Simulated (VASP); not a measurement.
A run of VASP 6.6.1 is set up as follows.

The input INCAR:

```
SYSTEM = BiTe
PREC = Accurate ; ENCUT = 520
EDIFF = 1E-7 ; ISMEAR = 0
SIGMA = 0.15 ; LREAL = .False.
LASPH = .True. ; NELM = 100
ALGO = Normal ; ISIF = 2
LWAVE = .False. ; LCHARG = .True.
GGA = PE ; LELF = .True.
LVHAR = .True. ; NBANDS = 18
```

KPOINTS

```
Automatic mesh
0
Gamma
  12 12 12
  0 0 0
```

POSCAR

```
BiTe
1.0
    2.4832754671      1.4337197594      3.1514273568
   -2.4832754671      1.4337197594      3.1514273568
    0.0000000000     -2.8674395188      3.1514273568
Bi Te
1 1
Direct
    0.5000000000      0.5000000000      0.5000000000
    0.0000000000      0.0000000000      0.0000000000
```

Potentials or basis: VASP PAW PBE potentials, release 64 (Bi_d, Te).

The run is started by

```console
$ cat potpaw_PBE.64/Bi_d/POTCAR potpaw_PBE.64/Te/POTCAR > POTCAR
$ mpirun -np 1 vasp_std > vasp.out
```

(1) Predict the band gap on the k mesh.

(2) What does it give for the pressure?

Results:

(1) zero (an odd number of electrons rules out a gap without spin polarisation).

(2) -0.8 GPa.

Caveat: the cell differs from its parent crystal (strain +0.025 along x and y, -0.050 along z); spin-orbit coupling is left out, which moves the levels of the heavy elements; an odd number of electrons without spin polarisation forces a metal; a magnetic or distorted state may lie lower.
